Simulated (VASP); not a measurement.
# Fe2O5 (cubic X2O5 type) (Pn-3m) in VASP: further runs

The runs below take Fe2O5 (cubic X2O5 type) through single point, with PBE.

Program: VASP 6.6.1. These are calculated values, not measurements. Logs are shortened: lines on timing, memory, paths and dates and some standing lists are left out, and cuts for length are marked.

## Step 1: The cell of the first run

The structure is cubic, space group Pn-3m (No. 224). The conventional cell has a = 4.909 Å, b = 4.909 Å, c = 4.909 Å, α = 90.00°, β = 90.00°, γ = 90.00°. Within 2.8 Å of Fe (site symmetry -3m) lie 12 O at 2.13 to 2.45 Å. Within 2.8 Å of O (site symmetry -3m) lie 6 O at 2.13 Å and 6 Fe at 2.45 Å. O (site symmetry -42m) has 4 Fe at 2.13 Å and 8 O at 2.13 to 2.45 Å within 2.8 Å.

## Step 2: Single point, PBE

Input file INCAR:

```
  PREC = Accurate
  ENCUT = 520
  EDIFF = 1E-6
  ISMEAR = -1
  SIGMA = 0.06122561905347299
  LREAL = F
  LASPH = T
  NELM = 60
  ALGO = Normal
  ISIF = 2
  LWAVE = F
  LCHARG = T
  GGA = PE
  LELF = T
  LVHAR = T
  NBANDS = 59
```

Input file KPOINTS:

```
regular mesh
0
Gamma
  11 11 11
```

Input file POSCAR:

```
Fe2O5
1.0
    4.9093745864      0.0000000000      0.0000000000
    0.0000000000      4.9093745864      0.0000000000
    0.0000000000      0.0000000000      4.9093745864
Fe O
4 10
Direct
    0.0000000000      0.0000000000      0.0000000000
    0.5000000000      0.5000000000      0.0000000000
    0.5000000000      0.0000000000      0.5000000000
    0.0000000000      0.5000000000      0.5000000000
    0.5000000000      0.0000000000      0.0000000000
    0.0000000000      0.5000000000      0.0000000000
    0.0000000000      0.0000000000      0.5000000000
    0.5000000000      0.5000000000      0.5000000000
    0.7500000000      0.7500000000      0.2500000000
    0.7500000000      0.2500000000      0.7500000000
    0.2500000000      0.7500000000      0.7500000000
    0.7500000000      0.2500000000      0.2500000000
    0.2500000000      0.7500000000      0.2500000000
    0.2500000000      0.2500000000      0.7500000000
```

Potentials or basis: VASP PAW PBE potentials, release 64 (Fe, O).

Started as:

```console
$ cat potpaw_PBE.64/Fe/POTCAR potpaw_PBE.64/O/POTCAR > POTCAR
$ mpirun -np 1 vasp_std > vasp.out
```

OUTCAR:

```text
PREC = Accurate
   ENCUT = 520
   EDIFF = 1E-6
   ISMEAR = -1
   LREAL = F
   LASPH = T
   NELM = 60
   ISIF = 2
   GGA = PE

 ion  position               nearest neighbor table
   1  0.000  0.000  0.000-   9 2.13  10 2.13  11 2.13  12 2.13  13 2.13  14 2.13   5 2.45   6 2.45
                             7 2.45   7 2.45   6 2.45   5 2.45
   2  0.500  0.500  0.000-   9 2.13  10 2.13  11 2.13  12 2.13  13 2.13  14 2.13   5 2.45   6 2.45
                             8 2.45   8 2.45   5 2.45   6 2.45
   3  0.500  0.000  0.500-   9 2.13  10 2.13  11 2.13  12 2.13  13 2.13  14 2.13   5 2.45   7 2.45
                             8 2.45   5 2.45   8 2.45   7 2.45
   4  0.000  0.500  0.500-   9 2.13  10 2.13  11 2.13  12 2.13  13 2.13  14 2.13   6 2.45   7 2.45
                             8 2.45   6 2.45   7 2.45   8 2.45
   5  0.500  0.000  0.000-   1 2.45   2 2.45   3 2.45   3 2.45   2 2.45   1 2.45
   6  0.000  0.500  0.000-   1 2.45   2 2.45   4 2.45   4 2.45   1 2.45   2 2.45
   7  0.000  0.000  0.500-   1 2.45   3 2.45   4 2.45   1 2.45   4 2.45   3 2.45
   8  0.500  0.500  0.500-   2 2.45   3 2.45   4 2.45   2 2.45   3 2.45   4 2.45
   9  0.750  0.750  0.250-   1 2.13   2 2.13   3 2.13   4 2.13
  10  0.750  0.250  0.750-   1 2.13   2 2.13   3 2.13   4 2.13
  11  0.250  0.750  0.750-   1 2.13   2 2.13   3 2.13   4 2.13
  12  0.750  0.250  0.250-   1 2.13   2 2.13   3 2.13   4 2.13
  13  0.250  0.750  0.250-   1 2.13   2 2.13   3 2.13   4 2.13
  14  0.250  0.250  0.750-   1 2.13   2 2.13   3 2.13   4 2.13

  LATTYP: Found a simple cubic cell.
 ALAT       =     4.9093745864

  Lattice vectors:

 A1 = (   4.9093745864,   0.0000000000,   0.0000000000)
 A2 = (   0.0000000000,   4.9093745864,   0.0000000000)
 A3 = (   0.0000000000,   0.0000000000,   4.9093745864)

Analysis of symmetry for initial positions (statically):
=====================================================================
 Subroutine PRICEL returns:
 Original cell was already a primitive cell.

 Routine SETGRP: Setting up the symmetry group for a
 simple cubic supercell.

 Subroutine GETGRP returns: Found 48 space group operations
 (whereof 12 operations were pure point group operations)
 out of a pool of 48 trial point group operations.

The static configuration has the point symmetry D_3d.
 The point group associated with its full space group is O_h .

Analysis of symmetry for dynamics (positions and initial velocities):
=====================================================================
 Subroutine PRICEL returns:
 Original cell was already a primitive cell.

[... 148 lines left out ...]
   EFERMI_NEDOS =   21; number of points for ismear=-14 and -15
   IALGO  =     38    algorithm
   IMIX   =      4    mixing-type and parameters
     AMIX     =   0.40;   BMIX     =  1.00
     AMIX_MAG =   1.60;   BMIX_MAG =  1.00
  volume/ion in A,a.u.               =       8.45        57.04
  Fermi-wavevector in a.u.,A,eV,Ry     =   1.505375  2.844746 30.832882  2.266153
  Thomas-Fermi vector in A             =   2.616232
   LORBIT       =      0    0 simple, 1 ext, 2 COOP (PROOUT), +10 PAW based schemes
   GGA     = PE    functional components
   LHFCALC =     F    Hartree Fock is set to
   AEXX    =    0.0000 exact exchange contribution
   IVDW    =     0    specifies the selected vdW correction
   LEPSILON=     F    determine dielectric tensor
   LRPA    =     F    only Hartree local field effects (RPA)
 non-spin polarized calculation
  energy-cutoff  :      520.00
  volume of cell :      118.33
 maximum number of plane-waves:      3203
 NGX is ok and might be reduce to    40
   NGX = 19   NGY = 19   NGZ = 19

 number of electron      91.9999953 magnetization

 Free energy of the ion-electron system (eV)
  ---------------------------------------------------
  ext. energy  EPLUGINS =         0.00000000
  ---------------------------------------------------
  free energy    TOTEN  =       -73.50090830 eV

  energy without entropy =      -73.24311135  energy(sigma->0) =      -73.37200982

 E-fermi :   4.6783     XC(G=0): -12.5685

 val. band max:        4.6764827631   @ k =   0.1818   0.0000   0.0000
 cond. band min:       4.6822923566   @ k =   0.3636   0.2727   0.0000
 fundamental gap:      0.0058095935
 Fermi energy:         4.6783032031

 k-point     1 :       0.0000    0.0000    0.0000
  band No.  band energies     occupation
      1     -16.6809      2.00000
      2     -14.2256      2.00000
      3     -14.2256      2.00000
      4     -13.3983      2.00000
      5     -13.3983      2.00000
      6     -13.3983      2.00000
[... 1453 lines left out ...]
     57       6.1085      0.00000
     58       6.1704      0.00000

 [... further k-points ...]

 [bands above 58 left out]

------------------------ aborting loop because EDIFF is reached ----------------------------------------

  FORCE on cell =-STRESS in cart. coord.  units (eV):
  Direction    XX          YY          ZZ          XY          YZ          ZX
  --------------------------------------------------------------------------------------
  -------------------------------------------------------------------------------------
  Total       -2.8616092     -2.8616092     -2.8616092     -0.0000000     -0.0000000     -0.0000000
  in kB      -38.7473849    -38.7473849    -38.7473849     -0.0000000     -0.0000000     -0.0000000
  external PRESSURE =     -38.7473849 kB  Pullay stress =       0.0000000 kB

 VOLUME and BASIS-vectors are now :
 -----------------------------------------------------------------------------
  energy-cutoff  :      520.00
  volume of cell :      118.33
      direct lattice vectors                 reciprocal lattice vectors
     4.909374586  0.000000000  0.000000000     0.203691933  0.000000000  0.000000000
     0.000000000  4.909374586  0.000000000     0.000000000  0.203691933  0.000000000
     0.000000000  0.000000000  4.909374586     0.000000000  0.000000000  0.203691933

 POSITION                                       TOTAL-FORCE (eV/Angst)
 -----------------------------------------------------------------------------------
      0.00000      0.00000      0.00000        -0.000000      0.000000     -0.000000
      2.45469      2.45469      0.00000        -0.000000      0.000000     -0.000000
      2.45469      0.00000      2.45469        -0.000000      0.000000     -0.000000
      0.00000      2.45469      2.45469        -0.000000      0.000000     -0.000000
      2.45469      0.00000      0.00000        -0.000000      0.000000     -0.000000
      0.00000      2.45469      0.00000        -0.000000      0.000000     -0.000000
      0.00000      0.00000      2.45469        -0.000000      0.000000     -0.000000
      2.45469      2.45469      2.45469        -0.000000      0.000000     -0.000000
      3.68203      3.68203      1.22734         0.000000      0.000000     -0.000000
      3.68203      1.22734      3.68203         0.000000     -0.000000      0.000000
      1.22734      3.68203      3.68203         0.000000     -0.000000      0.000000
      3.68203      1.22734      1.22734         0.000000      0.000000      0.000000
      1.22734      3.68203      1.22734         0.000000      0.000000     -0.000000
      1.22734      1.22734      3.68203         0.000000     -0.000000      0.000000
 -----------------------------------------------------------------------------------
    total drift:                               -0.000000      0.000000      0.000000

  FREE ENERGIE OF THE ION-ELECTRON SYSTEM (eV)
  ---------------------------------------------------
  free  energy   TOTEN  =       -73.5009082980 eV

  energy  without entropy=      -73.2431113486  energy(sigma->0) =      -73.37200982
```

OSZICAR:

```text
N       E                     dE             d eps       ncg     rms          rms(c)
DAV:   1     0.119884696617E+04    0.11988E+04   -0.43248E+04  6672   0.184E+03
DAV:   2     0.107496931846E+03   -0.10914E+04   -0.10055E+04  7124   0.500E+02
DAV:   3    -0.957330112489E+02   -0.20323E+03   -0.17573E+03  7924   0.222E+02
[... 14 lines left out ...]
DAV:  18    -0.735009051167E+02    0.91470E-03   -0.17122E-03 12003   0.368E-01    0.740E-02
DAV:  19    -0.735009038384E+02    0.12782E-05   -0.21915E-04  7252   0.756E-02    0.381E-02
DAV:  20    -0.735009132951E+02   -0.94567E-05   -0.56294E-05 11211   0.460E-02    0.384E-02
DAV:  21    -0.735009082075E+02    0.50876E-05   -0.32901E-05  8540   0.241E-02    0.805E-03
DAV:  22    -0.735009082980E+02   -0.90521E-07   -0.35554E-06  5033   0.893E-03
   1 F= -.73500908E+02 E0= -.73372010E+02  d E =-.257797E+00
```

stdout:

```text
POSCAR found type information on POSCAR FeO
 POSCAR found :  2 types and      14 ions
 scaLAPACK will be used
 LDA part: xc-table for (Slater+PW92), standard interpolation
 POSCAR, INCAR and KPOINTS ok, starting setup
 FFT: planning ... GRIDC
 FFT: planning ... GRID_SOFT
 FFT: planning ... GRID
 WAVECAR not read
 entering main loop
```

Wall time 5 min (1 thread of Intel Xeon 6975P-C (Granite Rapids), shared host); peak memory 0.4 GiB.

Results:

* Free energy: -73.5009 eV
* Pressure: -3.9 GPa
* Band gap on the k mesh: zero (band 46 reaches 5.02 eV, above the bottom of band 47 at 4.33 eV)

Caveat: the run has no spin polarisation, though such a crystal can be magnetic; semilocal functionals often make such compounds metallic where correlation or magnetic order opens a gap, which also shifts bond lengths. Spin polarisation is off, so any magnetic state and its effect on volume and gap are missing.

[end of part 1 of 2]
